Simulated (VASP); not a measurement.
A run of VASP 6.6.1:

The input INCAR:

```
SYSTEM = MoS2
  PREC = Accurate
  ENCUT = 520
  EDIFF = 1E-7
  ISMEAR = 0
  SIGMA = 0.02
  LREAL = .FALSE.
  LASPH = .TRUE.
  NELM = 100
  ALGO = Normal
  ISIF = 2
  LWAVE = .FALSE.
  LCHARG = .FALSE.
  GGA = PS
  NBANDS = 49
```

Contents of KPOINTS:

```
regular mesh
0
G
  12 12 2
  0 0 0
```

The input POSCAR:

```
MoS2
1.0
    3.1116390454      0.0000000000      0.0000000000
   -1.5558195227      2.6947584607      0.0000000000
    0.0000000000      0.0000000000     18.9909310803
Mo S
3 6
Direct
    0.0000000000      0.0000000000      0.0002316428
    0.6666666667      0.3333333333      0.3335649761
    0.3333333333      0.6666666667      0.6668983095
    0.3333333333      0.6666666667      0.2509206600
    0.6666666667      0.3333333333      0.0828466973
    0.0000000000      0.0000000000      0.5842539933
    0.3333333333      0.6666666667      0.4161800306
    0.6666666667      0.3333333333      0.9175873266
    0.0000000000      0.0000000000      0.7495133639
```

Potentials or basis: VASP PAW PBE potentials, release 64 (Mo_sv, S).

Command:

```console
$ cat potpaw_PBE.64/Mo_sv/POTCAR potpaw_PBE.64/S/POTCAR > POTCAR
$ mpirun -np 1 vasp_std > vasp.out
```

Hardware: 1 thread of Intel(R) Xeon(R) 6975P-C (Granite Rapids) (shared host).

Q: How long does it take, and how much memory?

A: Wall time 3.2 min on 1 thread of Intel(R) Xeon(R) 6975P-C (Granite Rapids), on a shared host, peak memory 0.39 GiB. Counts: scf iterations 17, k points 38.
